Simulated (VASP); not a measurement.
Wanted: the native input for a VASP 6.6.1 run.

```yaml
Task: single point
Functional: LDA
Potentials_or_basis: VASP PAW LDA potentials, release 64 (Al, N)
Cutoff: 520 eV
k_mesh: 9 × 9 × 6
Occupations: gaussian, width 0.05 eV
Spin: no spin polarisation
Dipole_correction: no
Further_INCAR_settings: ALGO = Normal; EDIFF = 1e-06; NBANDS = 16
```

The structure of AlN lies in POSCAR:

```
AlN
1.0
    3.0887424016      0.0000000000      0.0000000000
   -1.5443712008      2.6749293856      0.0000000000
    0.0000000000      0.0000000000      4.9437688231
Al N
2 2
Direct
    0.3397634096      0.6795268192      0.0015212672
    0.6602365904      0.3204731808      0.5015212672
    0.3275955689      0.6551911379      0.3834787328
    0.6724044311      0.3448088621      0.8834787328
```

This cell differs from its parent crystal: mode 4 frozen in at +0.000 Å and mode 5 at +0.034 Å (largest displacements).

These files were run (other wordings do the same):

INCAR

```
PREC = Accurate
ENCUT = 520
EDIFF = 1E-6
ISMEAR = 0
SIGMA = 0.05
LREAL = False
LASPH = True
NELM = 60
ALGO = Normal
ISIF = 2
LWAVE = False
LCHARG = False
GGA = CA
NBANDS = 16
```

KPOINTS

```
Automatic mesh
0
Gamma
  9 9 6
```

Potentials or basis: VASP PAW LDA potentials, release 64 (Al, N).

The run is started by

```bash
$ cat potpaw_LDA.64/Al/POTCAR potpaw_LDA.64/N/POTCAR > POTCAR
$ mpirun -np 1 vasp_std > vasp.out
```

Results of the run:

* Pressure: 0.6 GPa
* Largest force: 0.202 eV/Å
* Band gap on the k mesh: 4.41 eV, direct

Caveat: the cell differs from its parent crystal (mode 4 frozen in at +0.000 Å and mode 5 at +0.034 Å (largest displacements)).

It took 18 s on 1 thread of Intel(R) Xeon(R) Platinum 8559C (Emerald Rapids) (shared host), peak memory 0.17 GiB.
